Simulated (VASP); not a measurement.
Runs of VASP 6.6.1 on TaN. The structure is that of space group P-6m2 (No. 187), or close to it. The cells are those of the table. 

```tsv
cell	gap on the mesh (eV)	pressure (GPa)
a = 2.908, b = 2.908, c = 2.854 Å, angles 90.0, 90.0, 120.0°, 2 atoms	none	(b)
a = 2.967, b = 2.967, c = 2.912 Å, angles 90.0, 90.0, 120.0°, 2 atoms	none	-19.2
a = 2.938, b = 2.938, c = 2.883 Å, angles 90.0, 90.0, 120.0°, 2 atoms	none	-9.8
a = 2.878, b = 2.878, c = 2.824 Å, angles 90.0, 90.0, 120.0°, 2 atoms	none	(a)
a = 2.996, b = 2.996, c = 2.940 Å, angles 90.0, 90.0, 120.0°, 2 atoms	none	-27.1
```

Alike in all rows: task single point; level LDA; potentials or basis VASP PAW LDA potentials, release 64 (Ta_pv, N); no spin polarisation; k mesh 11 × 11 × 10; cutoff (eV) 520; smearing fermi-dirac 0.05 eV.

Problem. Estimate the missing entries.

Solution. (a) 14.3; (b) 1.2.

Caveats: spin-orbit coupling is left out, which moves the levels of the heavy elements.

A k mesh can miss the band edges, and the runs leave out spin-orbit coupling on Ta.

A gap of «none» marks levels without a gap at the run's occupations.
